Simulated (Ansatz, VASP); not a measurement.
Two plane-wave programs on ZnS

```
Zn S
1.0
     3.81100    0.00000    0.00000
    -1.90550    3.30042    0.00000
     0.00000    0.00000    6.23400
Zn S
2 2
Direct
  0.33333 0.66667 0.00000
  0.66667 0.33333 0.50000
  0.33333 0.66667 0.38500
  0.66667 0.33333 0.88500
```

Alike in both runs: task relaxation of cell and atoms; functional PBE; k mesh 9 × 9 × 6; occupations gaussian, width 0.02 eV; no spin polarisation.

```csv
,VASP,Ansatz
version,VASP 6.6.1,Ansatz 0.2.0
potentials or method,"VASP PAW PBE potentials, release 64 (Zn, S), cutoff 600 eV","scalar-relativistic, plane waves, PAW"
valence electrons in the cell,36,36
```

|  | VASP | Ansatz | Ansatz less VASP |
| --- | --- | --- | --- |
| gap on the k mesh at the Fermi level, each at its own relaxed structure (eV) | 2.07 | 2.08 | +0.005 |
| relaxed volume (Å³/atom) | 20.22 | 20.19 | -0.037 |
| relaxed cell length with the largest relative difference (Å) | 6.310 | 6.305 | -0.0052 |
